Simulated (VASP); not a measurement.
A run of VASP 6.6.1:

Contents of INCAR:

```
ALGO = Fast ; EDIFF = 1E-6
ENCUT = 520 ; GGA = PE
ISIF = 2 ; ISMEAR = 0
LASPH = True ; LCHARG = False
LREAL = False ; LWAVE = False
NBANDS = 26 ; NELM = 80
PREC = Accurate ; SIGMA = 0.1
```

File KPOINTS:

```
k-points
0
Gamma
  12 12 6
```

File POSCAR:

```
In
1.0
    3.3655614765      0.0000000000      0.0000000000
   -1.6827807383      2.9146617367      0.0000000000
    0.0000000000      0.0000000000      8.5920293530
In
3
Direct
    0.6666666667      0.3333333333      0.6803850745
    0.6666666667      0.3333333333      0.3196149255
    0.0000000000      0.0000000000      0.0000000000
```

Potentials or basis: VASP PAW PBE potentials, release 64 (In_d).

Launch:

```console
$ cat potpaw_PBE.64/In_d/POTCAR > POTCAR
$ mpirun -np 1 vasp_std > vasp.out
```

Hardware: 1 thread of Intel Xeon 8259CL (shared host).

Question: Estimate the wall time of this run.

Answer: Wall time 4.6 min on 1 thread of Intel Xeon 8259CL (shared host), peak memory 0.29 GiB. Counts: scf iterations 14, k points 76.
